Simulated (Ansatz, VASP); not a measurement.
# NiMoIrPdW: VASP beside Ansatz

```
Ni Mo Pd Ir W
1.0
     2.34460   -1.43138    0.00906
     2.34460    1.43138    0.00906
    -2.20600    0.00000   10.92374
Ni Mo Pd Ir W
1 1 1 1 1
Direct
  0.49838 0.49838 0.29525
  0.31773 0.31773 0.91207
  0.24733 0.24733 0.49061
  0.74982 0.74982 0.10802
  0.68673 0.68673 0.69406
```

Alike in both runs: task single point; functional PBE; k mesh 8 × 8 × 2; occupations fermi-dirac, width 0.05 eV; collinear spin.

```csv
,VASP,Ansatz
version,VASP 6.6.1,Ansatz 0.2.0
potentials or method,"VASP PAW PBE potentials, release 64 (Ni, Mo_sv, Pd, Ir, W_sv), cutoff 520 eV","all-electron LAPW, scalar-relativistic"
```

```tsv
	VASP	Ansatz	Ansatz less VASP
gap on the k mesh at the Fermi level (eV)	none	none	-
pressure (GPa)	0.1	-0.2	-0.37
traceless stress, the component that is largest in VASP (GPa)	-0.86	-0.92	-0.052
rms of the force components (eV/Å)	0.036	0.034	-0.0020
net moment per atom (μB)	0.00	0.00	0.000
```

Atom by atom the forces differ by 0.008 eV/Å (rms over components). A gap of «none» marks a metal or a gap that the smearing closes. Ansatz ran all-electron here, and VASP with PAW potentials.

Spin-orbit coupling is off throughout. Noted on Ansatz's run: the k mesh is thin for a metal, which can move the energy by tens of meV per atom.
